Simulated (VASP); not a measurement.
Write the native input for VASP 6.6.1 that does the following.

```
Task                   : single point
Functional             : PBE
Potentials or basis    : VASP PAW PBE potentials, release 64 (Ca_sv, Zn)
Cutoff                 : 520 eV
k mesh                 : 12 × 12 × 1
Occupations            : gaussian, width 0.1 eV
Spin                   : no spin polarisation
Dipole correction      : yes
Further INCAR settings : ALGO = Normal; EDIFF = 1e-06; NBANDS = 24
```

The structure of CaZn2 lies in POSCAR:

```
CaZn2
1.0
    4.1714440534      0.0000000000      0.0000000000
    0.0000000000      4.1714440534      0.0000000000
    0.0000000000      0.0000000000     29.6004754800
Ca Zn
1 2
Direct
    0.0000000000      0.0000000000      0.2871575494
    0.5000000000      0.5000000000      0.3298123662
    0.5000000000      0.5000000000      0.2445027326
```

The cell was generated, and may not be a known phase.

One way to write it, as run:

INCAR

```
SYSTEM = CaZn2
PREC     = Accurate       ! precision mode
ENCUT    = 520            ! plane-wave cutoff, eV
EDIFF    = 1E-6           ! SCF threshold, eV
ISMEAR   = 0              ! smearing method
SIGMA    = 0.1            ! smearing width, eV
LREAL    = .False.        ! projectors in reciprocal space
LASPH    = .True.         ! aspherical terms in the spheres
NELM     = 100            ! most SCF steps
ALGO     = Normal         ! electronic algorithm
ISIF     = 2              ! what is computed and relaxed
LWAVE    = .False.        ! write WAVECAR
LCHARG   = .False.        ! write CHGCAR
LDIPOL   = .True.       
IDIPOL   = 3            
DIPOL    = 0.5 0.5 0.287
GGA      = PE             ! functional
NBANDS   = 24             ! bands
```

KPOINTS

```
Automatic mesh
0
Gamma
  12 12 1
  0 0 0
```

Potentials or basis: VASP PAW PBE potentials, release 64 (Ca_sv, Zn).

The run is started by

```bash
$ cat potpaw_PBE.64/Ca_sv/POTCAR potpaw_PBE.64/Zn/POTCAR > POTCAR
$ mpirun -np 1 vasp_std > vasp.out
```

It gave:

- Largest force: 0.034 eV/Å
- Band gap on the k mesh: zero (bands 17 and 18 overlap by 0.79 eV)

Run time: 5.6 min on 1 thread of Intel(R) Xeon(R) Platinum 8488C (Sapphire Rapids), on a shared host, peak memory 0.76 GiB.
